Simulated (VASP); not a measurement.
BP, 2 atoms in the cell. Symmetry: F-43m, No. 216, cubic system. Conventional cell: a = 4.520 Å, b = 4.520 Å, c = 4.520 Å, α = 90.00°, β = 90.00°, γ = 90.00°. B (site symmetry -43m) has 4 P at 1.96 Å within 2.6 Å. Within 2.6 Å of P (site symmetry -43m) lie 4 B at 1.96 Å. 

```yaml
Program: VASP 6.6.1
Task: single point
Functional: PBEsol
Potentials_or_basis: VASP PAW PBE potentials, release 64 (B, P)
Cutoff: 500 eV
k_mesh: 10 × 10 × 10
Occupations: gaussian, width 0.02 eV
Spin: no spin polarisation
Dipole_correction: no
Further_INCAR_settings: ALGO = Normal; EDIFF = 1e-06; NBANDS = 11
```

Potentials or basis: VASP PAW PBE potentials, release 64 (B, P).

Run with:

```console
$ cat potpaw_PBE.64/B/POTCAR potpaw_PBE.64/P/POTCAR > POTCAR
$ mpirun -np 1 vasp_std > vasp.out
```

Hardware: 1 thread of Intel Xeon 8259CL (shared host).

**Question.** How long does it take, and how much memory?

**Answer.** Wall time 15 s on 1 thread of Intel Xeon 8259CL, with other jobs on the host, peak memory 0.13 GiB. Counts: scf iterations 12, k points 47.
